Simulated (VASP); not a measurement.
SiC:

```xyz
6
Lattice="3.0800 0.0000 0.0000 -1.5400 2.6674 0.0000 0.0000 0.0000 7.5600" Properties=species:S:1:pos:R:3 pbc="T T T"
Si    0.0000    0.0000    0.0000
Si    0.0000    1.7782    2.5200
Si    1.5400    0.8891    5.0400
C     0.0000    0.0000    1.8900
C     0.0000    1.7782    4.4100
C     1.5400    0.8891    6.9300
```

| Item | Value |
| --- | --- |
| Program | VASP 6.6.1 |
| Task | relaxation of cell and atoms |
| Functional | LDA |
| Potentials or basis | VASP PAW LDA potentials, release 64 (Si, C) |
| Cutoff | 600 eV |
| k mesh | 12 × 12 × 4 |
| Occupations | gaussian, width 0.01 eV |
| Spin | no spin polarisation |

At the start: pressure -4.3 GPa; volume 10.35 Å³/atom.

Q: How do energy, volume and symmetry change on relaxing?

A: Over 10 steps the energy falls by 2.8 meV/atom and the volume is 10.15 Å³/atom (-1.9 %); space group F-43m (No. 216, to 0.1 Å) before and after.

The path:
| step | energy change (eV) | largest force (eV/Å) | pressure (GPa) | volume (Å³) |
| --- | --- | --- | --- | --- |
| 1 | 0.0000 | 0.0180 | -4.30 | 62.11 |
| 2 | 0.0029 | 0.0520 | 4.98 | 59.64 |
| 3 | -0.0167 | 0.0122 | -0.02 | 60.91 |
| 4 | -0.0167 | 0.0129 | 0.07 | 60.89 |
| 5 | -0.0167 | 0.0063 | -0.06 | 60.92 |
| 6 | -0.0167 | 0.0007 | -0.03 | 60.91 |
| 7 | -0.0167 | 0.0002 | -0.02 | 60.91 |
| 8 | -0.0167 | 0.0002 | -0.02 | 60.91 |
| 9 | -0.0167 | 0.0012 | 0.00 | 60.90 |
| 10 | -0.0167 | 0.0011 | 0.00 | 60.91 |

Final structure:
```xyz
6
Lattice="3.0621 0.0000 0.0000 -1.5311 2.6519 0.0000 0.0000 0.0000 7.5006" Properties=species:S:1:pos:R:3 pbc="T T T"
Si    0.0000    0.0000    0.0000
Si    0.0000    1.7679    2.5002
Si    1.5310    0.8840    5.0004
C     0.0000    0.0000    1.8751
C     0.0000    1.7679    4.3753
C     1.5310    0.8840    6.8755
```
